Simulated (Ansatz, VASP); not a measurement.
## Two plane-wave programs on Te

The input INCAR:

```
PREC = Accurate ; ENCUT = 520
EDIFF = 1E-7 ; ISMEAR = -1
SIGMA = 0.05 ; LREAL = False
LASPH = True ; NELM = 60
ALGO = Normal ; ISIF = 2
LWAVE = False ; LCHARG = True
GGA = B5 ; ALDAX = 1.0
AGGAX = 1.0 ; AGGAC = 1.0
ALDAC = 0.0 ; LELF = True
LVHAR = True ; NBANDS = 16
```

The input KPOINTS:

```
regular mesh
0
Gamma
  7 7 5
```

The input POSCAR:

```
Te
1.0
    5.1665935548      0.0000000000      0.0000000000
   -2.5832967774      4.4744012695      0.0000000000
    0.0000000000      0.0000000000      5.7420078694
Te
3
Direct
    0.2204697237      0.0000000000      0.3333333333
    1.0000000000      0.2204697237      0.6666666667
    0.7795302763      0.7795302763      0.0000000000
```

Input for Ansatz:

```yaml
crystal:
  lattice:
    - [5.1665935548, 0.0, 0.0]
    - [-2.5832967774, 4.4744012695, 0.0]
    - [0.0, 0.0, 5.7420078694]
  atoms:
    - { symbol: Te, position: [0.2204697237, 0.0, 0.3333333333] }
    - { symbol: Te, position: [1.0, 0.2204697237, 0.6666666667] }
    - { symbol: Te, position: [0.7795302763, 0.7795302763, 0.0] }
hamiltonian:
  xc: blyp
  pseudopotentials:
    kind: paw
    azcp:
      Te: "pseudopotentials/Te.paw.azcp"
basis:
  ecutwfc: 420
  fft_grid_basis: typed
kpoints:
  mp_grid: { grid: [7, 7, 5], shift: [0, 0, 0] }
magnetization:
  spin_polarized: false
scf:
  occupations: { method: fermi_dirac, width: 0.05 }
output:
  stress: true
```

Alike in both runs: task single point; functional BLYP; k mesh 7 × 7 × 5; occupations fermi-dirac, width 0.05 eV; no spin polarisation.

|  | VASP | Ansatz |
| --- | --- | --- |
| version | VASP 6.6.1 | Ansatz 0.2.0 |
| potentials or method | VASP PAW PBE potentials, release 64 (Te), cutoff 520 eV | plane waves (420 eV) with PAW, scalar-relativistic |
| valence electrons in the cell | 18 | 48 |

Ansatz gave:

```
pressure (GPa)                                                : 2.6
traceless stress, the component that is largest in VASP (GPa) : 1.04
```

Problem. What did VASP give for the same quantities?

Solution. Pressure (GPa): 2.8; traceless stress, the component that is largest in VASP (GPa): 1.11.

VASP's potentials were made for PBE, not for BLYP. The functional is the same, so the differences come from potentials, cutoffs and numerics. VASP's potentials hold 18 valence electrons a cell and Ansatz's 48, so a difference there can come from the potentials and not from the codes.

Neither program's run includes spin-orbit coupling.
